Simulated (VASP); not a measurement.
Al3C4:

```
Al C
1.0
     4.13960    0.00000    0.00000
     0.00000    4.13960    0.00000
     0.00000    0.00000    4.78331
Al C
3 4
Direct
  0.00000 0.00000 0.25995
  0.00000 0.00000 0.74005
  0.50000 0.50000 0.00000
  0.32038 0.32038 0.50000
  0.67962 0.67962 0.50000
  0.67962 0.32038 0.50000
  0.32038 0.67962 0.50000
```

The cell was built from a structure type or drawn by symmetry, and may not be a known phase.

| Quantity | Value |
| --- | --- |
| Program | VASP 6.6.1 |
| Task | relaxation of cell and atoms |
| Functional | PBE |
| Potentials or basis | VASP PAW PBE potentials, release 64 (Al, C) |
| Cutoff | 600 eV |
| k mesh | 10 × 10 × 8 |
| Occupations | gaussian, width 0.1 eV |
| Spin | no spin polarisation |

At the start: pressure -0.4 GPa; volume 11.71 Å³/atom.

Task: Where does the relaxation end?

Result: Over 11 steps the energy falls by 4.8 meV/atom and the volume is 11.70 Å³/atom (-0.1 %); space group P4/mmm (No. 123, to 0.1 Å) before and after.

The path:
```tsv
step	energy change (eV)	largest force (eV/Å)	pressure (GPa)	volume (Å³)
1	0.0000	0.1232	-0.38	81.97
2	-0.0230	0.2316	0.47	81.63
3	-0.0259	0.3522	0.98	81.43
4	-0.0294	0.2775	-0.37	81.73
5	-0.0318	0.1805	0.13	81.61
6	-0.0330	0.0419	0.21	81.68
7	-0.0331	0.0095	0.24	81.71
8	-0.0332	0.0152	0.04	81.84
9	-0.0332	0.0184	-0.01	81.87
10	-0.0332	0.0176	0.02	81.90
11	-0.0333	0.0010	0.00	81.89
```

Final structure:
```
Al C
1.0
     4.08813    0.00000    0.00000
     0.00000    4.08813    0.00000
     0.00000    0.00000    4.89960
Al C
3 4
Direct
  0.00000 0.00000 0.25980
  0.00000 0.00000 0.74020
  0.50000 0.50000 0.00000
  0.31876 0.31876 0.50000
  0.68124 0.68124 0.50000
  0.68124 0.31876 0.50000
  0.31876 0.68124 0.50000
```

Caveat: the highest band is partly filled, so the run has too few bands.
